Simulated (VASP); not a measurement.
A run of VASP 6.6.1 is set up as follows.

Contents of INCAR:

```
SYSTEM = SnO
ALGO = Normal ; EDIFF = 1E-7
ENCUT = 520 ; GGA = PE
ISIF = 2 ; ISMEAR = 0
IVDW = 12 ; LASPH = .True.
LCHARG = .False. ; LREAL = .False.
LWAVE = .False. ; NBANDS = 28
NELM = 100 ; PREC = Accurate
SIGMA = 0.15
```

KPOINTS

```
k-points
0
Gamma
  14 14 12
  0 0 0
```

Contents of POSCAR:

```
SnO
1.0
    3.5778189818      0.0000000000      0.0000000000
    0.0000000000      3.5778189818      0.0000000000
    0.0000000000      0.0000000000      5.4610202828
Sn O
2 2
Direct
    0.0000000000      0.5000000000      0.2385000000
    0.5000000000      0.0000000000      0.7615000000
    0.0000000000      0.0000000000      0.0000000000
    0.5000000000      0.5000000000      0.0000000000
```

Potentials or basis: VASP PAW PBE potentials, release 64 (Sn_d, O).

Run with:

```bash
$ cat potpaw_PBE.64/Sn_d/POTCAR potpaw_PBE.64/O/POTCAR > POTCAR
$ mpirun -np 1 vasp_std > vasp.out
```

(1) Estimate the pressure.

(2) Estimate the band gap on the k mesh.

(3) Estimate the dispersion energy per atom.

Results:

(1) 4.5 GPa.

(2) zero (bands 20 and 21 overlap by 0.18 eV).

(3) -0.236 eV.

Caveat: the stress differs along the axes, from -8 to 11 GPa; semilocal functionals underestimate gaps, and a narrow one can read as zero; spin-orbit coupling is left out, which moves the levels of the heavy elements.
